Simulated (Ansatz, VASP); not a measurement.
## One calculation of SiO2, two programs

```xyz
6
Lattice="4.1667 0.0000 0.0000 0.0000 4.1667 0.0000 0.0000 0.0000 2.6645" Properties=species:S:1:pos:R:3 pbc="T T T"
Si    0.0000    0.0000    0.0000
Si    2.0833    2.0833    1.3322
O     1.2719    1.2719    0.0000
O     0.8114    3.3553    1.3322
O     2.8948    2.8948    0.0000
O     3.3553    0.8114    1.3322
```

Alike in both runs: functional PBE; k mesh 7 × 7 × 11; occupations fermi-dirac, width 0.02 eV; no spin polarisation.

Ansatz relaxed the structure, and its values are those at the end. VASP's run is a single point on that final structure, the one shown.

```csv
,VASP,Ansatz
version,VASP 6.6.1,Ansatz 0.2.0
potentials or method,"VASP PAW PBE potentials, release 64 (Si, O)","plane-wave PAW, scalar-relativistic"
plane-wave cutoff (eV),520,420
valence electrons in the cell,32,32
```

VASP gave:

* gap on the k mesh at the Fermi level (eV): 5.69
* pressure (GPa): 12.8
* rms of the force components (eV/Å): 0.008

Task: Which values does Ansatz return?

Result: gap on the k mesh at the Fermi level (eV): 5.70; pressure (GPa): 12.6; rms of the force components (eV/Å): 0.000.

Ansatz's warnings: stress scf threshold loose.
